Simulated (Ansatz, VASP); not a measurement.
# Two plane-wave programs on SrZr2O3

```xyz
6
Lattice="5.4692 0.0000 0.0000 -2.7346 4.7365 0.0000 0.0000 0.0000 3.2743" Properties=species:S:1:pos:R:3 pbc="T T T"
Sr    0.0000    0.0000    0.0000
Zr    0.0000    3.1577    1.6372
Zr    2.7346    1.5788    1.6372
O     2.7327    0.0000    0.0000
O    -1.3664    2.3666    0.0000
O     1.3683    2.3699    0.0000
```

Alike in both runs: functional PBE; k mesh 3 × 3 × 4; occupations gaussian, width 0.15 eV; no spin polarisation.

Ansatz relaxed the structure, and its values are those at the end. VASP's run is a single point on that final structure, the one shown.

|  | VASP | Ansatz |
| --- | --- | --- |
| version | VASP 6.6.1 | Ansatz 0.2.0 |
| potentials or method | VASP PAW PBE potentials, release 64 (Sr_sv, Zr_sv, O), cutoff 600 eV | scalar-relativistic, plane waves, PAW |
| valence electrons in the cell | 52 | 52 |

Ansatz gave:

| Property | Result |
| --- | --- |
| gap on the k mesh at the Fermi level (eV) | none |
| pressure (GPa) | 0.0 |

Question: What did VASP give for the same quantities?

Answer: gap on the k mesh at the Fermi level (eV): none; pressure (GPa): 0.2.

A gap of «none» marks a metal or a gap that the smearing closes. The functional is the same, so the differences come from potentials, cutoffs and numerics.

The k mesh is coarse, so the values compare programs but aren't converged.
